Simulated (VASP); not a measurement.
A run of VASP 6.6.1 is set up as follows.

INCAR

```
PREC = Accurate ; ENCUT = 520
EDIFF = 1E-6 ; ISMEAR = 0
SIGMA = 0.02 ; LREAL = F
LASPH = T ; NELM = 80
ALGO = Normal ; ISIF = 2
LWAVE = F ; LCHARG = F
GGA = PE ; NBANDS = 24
```

File KPOINTS:

```
regular mesh
0
Gamma
  6 6 6
```

POSCAR

```
KMgF3
1.0
    3.9287178951      0.0000000000      0.0000000000
    0.0000000000      3.9287178951      0.0000000000
    0.0000000000      0.0000000000      3.9287178951
K Mg F
1 1 3
Direct
    0.5000000000      0.5000000000      0.5000000000
    0.0000000000      0.0000000000      0.0000000000
    0.5000000000      0.0000000000      0.0000000000
    0.0000000000      0.5000000000      0.0000000000
    0.0000000000      0.0000000000      0.5000000000
```

Potentials or basis: VASP PAW PBE potentials, release 64 (K_sv, Mg, F).

The run is started by

```sh
$ cat potpaw_PBE.64/K_sv/POTCAR potpaw_PBE.64/Mg/POTCAR potpaw_PBE.64/F/POTCAR > POTCAR
$ mpirun -np 1 vasp_std > vasp.out
```

Question: Predict the band gap on the k mesh.

Answer: 7.64 eV (least direct gap 7.96 eV).

Question: What does it give for the pressure?

Answer: 7.3 GPa.

Caveat: the cell stands under pressure. PBE gaps usually lie below the measured ones, often by a third to a half.
